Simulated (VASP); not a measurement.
# CdS (Greenockite) (P6_3mc) in VASP: a series of runs

Runs on CdS (Greenockite). Level: PBE. Tasks: single point.

All numbers are computed with VASP 6.6.1; they aren't measurements. Logs are shortened: lines on timing, memory, paths and dates and some standing lists are left out, and cuts for length are marked.

## (1) The cell of the first run

It takes space group P6_3mc (No. 186, hexagonal). Conventional cell: a = 4.080 Å, b = 4.080 Å, c = 6.623 Å, α = 90.00°, β = 90.00°, γ = 120.00°. Within 3.3 Å of Cd (site symmetry 3m) lie 4 S at 2.48 to 2.50 Å. S (site symmetry 3m) has 4 Cd at 2.48 to 2.50 Å within 3.3 Å.

## (2) Single point, PBE

INCAR

```
SYSTEM = CdS
  PREC = Accurate
  ENCUT = 520
  EDIFF = 1E-6
  ISMEAR = 0
  SIGMA = 0.01
  LREAL = .False.
  LASPH = .True.
  NELM = 60
  ALGO = Normal
  ISIF = 2
  LWAVE = .False.
  LCHARG = .False.
  GGA = PE
  NBANDS = 26
```

KPOINTS

```
regular mesh
0
Gamma
  6 6 4
  0 0 0
```

POSCAR

```
CdS
1.0
    4.0796474258      0.0000000000      0.0000000000
   -2.0398237129      3.5330778908      0.0000000000
    0.0000000000      0.0000000000      6.6227914959
Cd S
2 2
Direct
    0.3333333333      0.6666666667      0.0000000000
    0.6666666667      0.3333333333      0.5000000000
    0.3333333333      0.6666666667      0.3750000000
    0.6666666667      0.3333333333      0.8750000000
```

Potentials or basis: VASP PAW PBE potentials, release 64 (Cd, S).

Run with:

```console
> cat potpaw_PBE.64/Cd/POTCAR potpaw_PBE.64/S/POTCAR > POTCAR
> mpirun -np 1 vasp_std > vasp.out
```

OUTCAR:

```text
SYSTEM = CdS
   PREC = Accurate
   ENCUT = 520
   EDIFF = 1E-6
   ISMEAR = 0
   LREAL = .False.
   LASPH = .True.
   NELM = 60
   ISIF = 2
   GGA = PE

 ion  position               nearest neighbor table
   1  0.333  0.667  0.000-   3 2.48   4 2.50   4 2.50   4 2.50
   2  0.667  0.333  0.500-   4 2.48   3 2.50   3 2.50   3 2.50
   3  0.333  0.667  0.375-   1 2.48   2 2.50   2 2.50   2 2.50
   4  0.667  0.333  0.875-   2 2.48   1 2.50   1 2.50   1 2.50

  LATTYP: Found a hexagonal cell.
 ALAT       =     4.0796474258
 C/A-ratio  =     1.6233734940

  Lattice vectors:

 A1 = (   4.0796474258,   0.0000000000,   0.0000000000)
 A2 = (  -2.0398237129,   3.5330778908,   0.0000000000)
 A3 = (   0.0000000000,   0.0000000000,   6.6227914959)

Analysis of symmetry for initial positions (statically):
=====================================================================
 Subroutine PRICEL returns:
 Original cell was already a primitive cell.

 Routine SETGRP: Setting up the symmetry group for a
 hexagonal supercell.

 Subroutine GETGRP returns: Found 12 space group operations
 (whereof  6 operations were pure point group operations)
 out of a pool of 24 trial point group operations.

The static configuration has the point symmetry C_3v.
 The point group associated with its full space group is C_6v.

Analysis of symmetry for dynamics (positions and initial velocities):
=====================================================================
 Subroutine PRICEL returns:
 Original cell was already a primitive cell.

 Routine SETGRP: Setting up the symmetry group for a
 hexagonal supercell.

 Subroutine GETGRP returns: Found 12 space group operations
 (whereof  6 operations were pure point group operations)
 out of a pool of 24 trial point group operations.

The dynamic configuration has the point symmetry C_3v.
 The point group associated with its full space group is C_6v.

 Subroutine INISYM returns: Found 12 space group operations
 (whereof  6 operations are pure point group operations),
 and found     1 'primitive' translations

----------------------------------------------------------------------------------------

                                     Primitive cell

  volume of cell :      95.4590

  direct lattice vectors                    reciprocal lattice vectors
     4.079647426  0.000000000  0.000000000     0.245119221  0.141519665  0.000000000
    -2.039823713  3.533077891  0.000000000     0.000000000  0.283039330  0.000000000
     0.000000000  0.000000000  6.622791496     0.000000000  0.000000000  0.150993731

  length of vectors
     4.079647426  4.079647063  6.622791496     0.283039305  0.283039330  0.150993731

  position of ions in fractional coordinates (direct lattice)
     0.333333333  0.666666667  0.000000000
     0.666666667  0.333333333  0.500000000
     0.333333333  0.666666667  0.375000000
     0.666666667  0.333333333  0.875000000

  ion indices of the primitive-cell ions
   primitive index   ion index
                 1           1
                 2           2
                 3           3
                 4           4

----------------------------------------------------------------------------------------

 KPOINTS: regular mesh

Automatic generation of k-mesh.
 Grid dimensions read from file:
 generate k-points for:    6    6    4

 Generating k-lattice:

  Cartesian coordinates                     Fractional coordinates (reciprocal lattice)
     0.040853204  0.023586611  0.000000000     0.166666667  0.000000000  0.000000000
     0.000000000  0.047173222  0.000000000     0.000000000  0.166666667  0.000000000
     0.000000000  0.000000000  0.037748433     0.000000000  0.000000000  0.250000000

  Length of vectors
     0.047173218  0.047173222  0.037748433

  Shift w.r.t. Gamma in fractional coordinates (k-lattice)
     0.000000000  0.000000000  0.000000000

 Subroutine IBZKPT returns following result:
 ===========================================

 Found     21 irreducible k-points:

 Following reciprocal coordinates:
            Coordinates               Weight
  0.000000  0.000000  0.000000      1.000000
  0.166667  0.000000  0.000000      6.000000
  0.333333 -0.000000  0.000000      6.000000
  0.500000  0.000000  0.000000      3.000000
  0.166667  0.166667  0.000000      6.000000
  0.333333  0.166667  0.000000     12.000000
[... 13 lines left out ...]
  0.333333  0.166667  0.500000     12.000000
  0.333333  0.333333  0.500000      2.000000
   k-points           NKPTS =     21   k-points in BZ     NKDIM =     21   number of bands    NBANDS=     26
   number of dos      NEDOS =    301   number of ions     NIONS =      4
   total plane-waves  NPLWV =  45000
   dimension x,y,z NGX =    30 NGY =   30 NGZ =   50
   dimension x,y,z NGXF=    60 NGYF=   60 NGZF=  100
   ions per type =               2   2
   NGX,Y,Z   is equivalent  to a cutoff of  12.23, 12.23, 12.55 a.u.
   NGXF,Y,Z  is equivalent  to a cutoff of  24.45, 24.45, 25.10 a.u.
 SYSTEM =  CdS
   PREC   = accura    normal or accurate (medium, high low for compatibility)
   ISTART =      0    job   : 0-new  1-cont  2-samecut
   ICHARG =      2    charge: 1-file 2-atom 10-const
   ISPIN  =      1    spin polarized calculation?
   LNONCOLLINEAR =      F non collinear calculations
   LSORBIT =      F    spin-orbit coupling
   LASPH  =      T    aspherical Exc in radial PAW
   ENCUT  =  520.0 eV  38.22 Ry    6.18 a.u.   7.59  7.59 12.31*2*pi/ulx,y,z
   NELM   =     60;   NELMIN=  2; NELMDL= -5     # of ELM steps
   EDIFF  = 0.1E-05   stopping-criterion for ELM
   LREAL  =      F    real-space projection
   EDIFFG = 0.1E-04   stopping-criterion for IOM
   NSW    =      0    number of steps for IOM
   IBRION =     -1    ionic relax: 0-MD 1-quasi-New 2-CG
   NFREE  =      0    steps in history (QN), initial steepest desc. (CG)
   ISIF   =      2    stress and relaxation
   ISYM   =      2    0-nonsym 1-usesym 2-fastsym
   POTIM  = 0.5000    time-step for ionic-motion
   TEBEG  =    0.0;   TEEND  =   0.0 temperature during run
   PSTRESS=    0.0 pullay stress
   NELECT =      36.0000    total number of electrons
   NUPDOWN=      -1.0000    fix difference up-down
   EMIN   =  10.00;   EMAX   =-10.00  energy-range for DOS
   EFERMI =   0.00;   METHOD = LEGACY
   ISMEAR =     0;   SIGMA  =   0.01  broadening in eV -4-tet -1-fermi 0-gaus
   EFERMI_NEDOS =   21; number of points for ismear=-14 and -15
   IALGO  =     38    algorithm
   IMIX   =      4    mixing-type and parameters
     AMIX     =   0.40;   BMIX     =  1.00
     AMIX_MAG =   1.60;   BMIX_MAG =  1.00
  volume/ion in A,a.u.               =      23.86       161.05
  Fermi-wavevector in a.u.,A,eV,Ry     =   1.182778  2.235127 19.034068  1.398965
  Thomas-Fermi vector in A             =   2.319026
   LORBIT       =      0    0 simple, 1 ext, 2 COOP (PROOUT), +10 PAW based schemes
   GGA     = PE    functional components
   LHFCALC =     F    Hartree Fock is set to
   AEXX    =    0.0000 exact exchange contribution
   IVDW    =     0    specifies the selected vdW correction
   LEPSILON=     F    determine dielectric tensor
   LRPA    =     F    only Hartree local field effects (RPA)
 non-spin polarized calculation
 Gauss-broadening in eV      SIGMA  =   0.01
  energy-cutoff  :      520.00
  volume of cell :       95.46
 maximum number of plane-waves:      2610
   NGX = 15   NGY = 15   NGZ = 25

 number of electron      36.0000025 magnetization

 Free energy of the ion-electron system (eV)
  ---------------------------------------------------
  ext. energy  EPLUGINS =         0.00000000
  ---------------------------------------------------
  free energy    TOTEN  =       -12.13399484 eV

  energy without entropy =      -12.13399484  energy(sigma->0) =      -12.13399484

 E-fermi :   1.7492     XC(G=0):  -9.3266

 val. band max:        1.6537325105   @ k =   0.0000   0.0000   0.0000
 cond. band min:       2.9731691985   @ k =   0.0000   0.0000   0.0000
 fundamental gap:      1.3194366880
 Fermi energy:         1.7492270870

 k-point     1 :       0.0000    0.0000    0.0000
  band No.  band energies     occupation
      1     -10.9660      2.00000
      2     -10.4912      2.00000
      3      -6.2141      2.00000
      4      -6.1891      2.00000
      5      -6.1891      2.00000
      6      -6.0914      2.00000
[... 18 lines left out ...]
     25       9.2768      0.00000
     26       9.5360      0.00000

 k-point     2 :       0.1667    0.0000    0.0000
  band No.  band energies     occupation
      1     -10.8631      2.00000
      2     -10.4479      2.00000
      3      -6.1764      2.00000
      4      -6.1489      2.00000
      5      -6.1187      2.00000
      6      -6.0413      2.00000
[... 18 lines left out ...]
     25       9.3019      0.00000
     26       9.8819      0.00000

 k-point     3 :       0.3333   -0.0000    0.0000
  band No.  band energies     occupation
      1     -10.6404      2.00000
      2     -10.3761      2.00000
      3      -6.1150      2.00000
      4      -6.0886      2.00000
      5      -5.9642      2.00000
      6      -5.9104      2.00000
[... 18 lines left out ...]
     25      10.0211      0.00000
     26      10.6625      0.00000

 k-point     4 :       0.5000    0.0000    0.0000
  band No.  band energies     occupation
      1     -10.5086      2.00000
      2     -10.3601      2.00000
      3      -6.0979      2.00000
      4      -6.0708      2.00000
      5      -5.8730      2.00000
      6      -5.8530      2.00000
[... 18 lines left out ...]
     25      10.0885      0.00000
     26      12.0584      0.00000

 k-point     5 :       0.1667    0.1667    0.0000
  band No.  band energies     occupation
      1     -10.6994      2.00000
      2     -10.3915      2.00000
      3      -6.1154      2.00000
      4      -6.1109      2.00000
      5      -5.9820      2.00000
      6      -5.9759      2.00000
[... 18 lines left out ...]
     25       9.9215      0.00000
     26      10.3254      0.00000

 k-point     6 :       0.3333    0.1667    0.0000
  band No.  band energies     occupation
      1     -10.5102      2.00000
      2     -10.3609      2.00000
      3      -6.1097      2.00000
      4      -6.0435      2.00000
      5      -5.8910      2.00000
      6      -5.8674      2.00000
[... 340 lines left out ...]
 k-point    18 :       0.5000    0.0000    0.5000
  band No.  band energies     occupation
      1     -10.4220      2.00000
      2     -10.4220      2.00000
      3      -6.0654      2.00000
      4      -6.0654      2.00000
      5      -5.9578      2.00000
      6      -5.9578      2.00000
[... 18 lines left out ...]
     25      10.1216      0.00000
     26      10.1216      0.00000

 k-point    19 :       0.1667    0.1667    0.5000
  band No.  band energies     occupation
      1     -10.5352      2.00000
      2     -10.5352      2.00000
      3      -6.0590      2.00000
      4      -6.0590      2.00000
      5      -6.0252      2.00000
      6      -6.0252      2.00000
[... 18 lines left out ...]
     25       9.6959      0.00000
     26       9.6959      0.00000

 k-point    20 :       0.3333    0.1667    0.5000
  band No.  band energies     occupation
      1     -10.4230      2.00000
      2     -10.4230      2.00000
      3      -6.0350      2.00000
      4      -6.0350      2.00000
      5      -5.9695      2.00000
      6      -5.9695      2.00000
[... 18 lines left out ...]
     25      10.2037      0.00000
     26      10.2037      0.00000

 k-point    21 :       0.3333    0.3333    0.5000
  band No.  band energies     occupation
      1     -10.3871      2.00000
      2     -10.3871      2.00000
      3      -5.9995      2.00000
      4      -5.9995      2.00000
      5      -5.9715      2.00000
      6      -5.9715      2.00000
[... 18 lines left out ...]
     25      11.0096      0.00000
     26      11.0096      0.00000

------------------------ aborting loop because EDIFF is reached ----------------------------------------

  FORCE on cell =-STRESS in cart. coord.  units (eV):
  Direction    XX          YY          ZZ          XY          YZ          ZX
  --------------------------------------------------------------------------------------
  -------------------------------------------------------------------------------------
  Total        3.4637312      3.4637304      3.9604522      0.0000000      0.0000000     -0.0000000
  in kB       58.1350220     58.1350083     66.4719522      0.0000000      0.0000000     -0.0000000
  external PRESSURE =      60.9139942 kB  Pullay stress =       0.0000000 kB

 VOLUME and BASIS-vectors are now :
 -----------------------------------------------------------------------------
  energy-cutoff  :      520.00
  volume of cell :       95.46
      direct lattice vectors                 reciprocal lattice vectors
     4.079647426  0.000000000  0.000000000     0.245119221  0.141519665  0.000000000
    -2.039823713  3.533077891  0.000000000     0.000000000  0.283039330  0.000000000
     0.000000000  0.000000000  6.622791496     0.000000000  0.000000000  0.150993731

 POSITION                                       TOTAL-FORCE (eV/Angst)
 -----------------------------------------------------------------------------------
     -0.00000      2.35539      0.00000         0.000000     -0.000000     -0.078843
      2.03982      1.17769      3.31140        -0.000000      0.000000     -0.078843
     -0.00000      2.35539      2.48355         0.000000      0.000000      0.078843
      2.03982      1.17769      5.79494        -0.000000     -0.000000      0.078843
 -----------------------------------------------------------------------------------
    total drift:                                0.000000      0.000000      0.000852

  FREE ENERGIE OF THE ION-ELECTRON SYSTEM (eV)
  ---------------------------------------------------
  free  energy   TOTEN  =       -12.1339948421 eV

  energy  without entropy=      -12.1339948421  energy(sigma->0) =      -12.13399484
```

Run time: 25 s. Hardware: 1 thread of Intel Xeon 6975P-C (Granite Rapids), shared host; peak memory 0.21 GiB.

What came out:

- Free energy: -12.1340 eV
- Pressure: 6.1 GPa
- Largest force: 0.079 eV/Å
- Band gap on the k mesh: 1.32 eV, direct

Forces in eV/Å, atoms in the order of the input:
```
Cd   0.000  0.000 -0.079
Cd   0.000  0.000 -0.079
S    0.000  0.000  0.079
S    0.000  0.000  0.079
```

Stress tensor (GPa, compression positive):
```
5.81 0.00 0.00
0.00 5.81 0.00
0.00 0.00 6.65
```

As with any semilocal functional, this PBE gap is likely too small.

## (3) Single point, PBE

This run uses another cell than the first one, of 24.62 Å³/atom, 1.032 times its volume.

INCAR

```
PREC = Accurate
ENCUT = 520
EDIFF = 1E-7
ISMEAR = 0
SIGMA = 0.01
LREAL = False
LASPH = True
NELM = 60
ALGO = Normal
ISIF = 2
LWAVE = False
LCHARG = False
GGA = PE
NBANDS = 26
```

KPOINTS

```
regular mesh
0
Gamma
  6 6 4
```

POSCAR

```
CdS
1.0
    4.1221468118      0.0000000000      0.0000000000
   -2.0610734059      3.5698834343      0.0000000000
    0.0000000000      0.0000000000      6.6917838725
Cd S
2 2
Direct
    0.3333333333      0.6666666667      0.0000000000
    0.6666666667      0.3333333333      0.5000000000
    0.3333333333      0.6666666667      0.3750000000
    0.6666666667      0.3333333333      0.8750000000
```

Potentials or basis: VASP PAW PBE potentials, release 64 (Cd, S).

Run with:

```console
> cat potpaw_PBE.64/Cd/POTCAR potpaw_PBE.64/S/POTCAR > POTCAR
> mpirun -np 1 vasp_std > vasp.out
```

It took 28 s on 1 thread of Intel Xeon 6975P-C (Granite Rapids), shared host; peak memory 0.22 GiB.

Results (log left out):

```yaml
Free_energy: -12.2267 eV
Pressure: 3.8 GPa
Largest_force: 0.072 eV/Å
Band_gap_on_the_k_mesh: 1.25 eV, direct
```

Forces on the atoms (eV/Å):
```
Cd   0.000  0.000 -0.072
Cd   0.000  0.000 -0.072
S    0.000  0.000  0.072
S    0.000  0.000  0.072
```

Stress tensor (GPa, compression positive):
```
3.54 0.00 0.00
0.00 3.54 0.00
0.00 0.00 4.25
```

Levels at points of the mesh, in eV from the valence-band top:
| k point | band 16 | band 17 | band 18 | band 19 | band 20 | band 21 |
| --- | --- | --- | --- | --- | --- | --- |
| (0.00, 0.00, 0.00) | -0.04 | 0.00 | 0.00 | 1.25 | 2.82 | 6.47 |
| (0.50, 0.00, 0.00) | -1.92 | -1.33 | -0.75 | 3.76 | 3.89 | 5.10 |
| (0.00, 0.00, 0.50) | -0.41 | -0.41 | -0.41 | 2.89 | 2.89 | 6.22 |
| (0.50, 0.00, 0.50) | -1.37 | -1.36 | -1.36 | 3.49 | 3.49 | 5.40 |
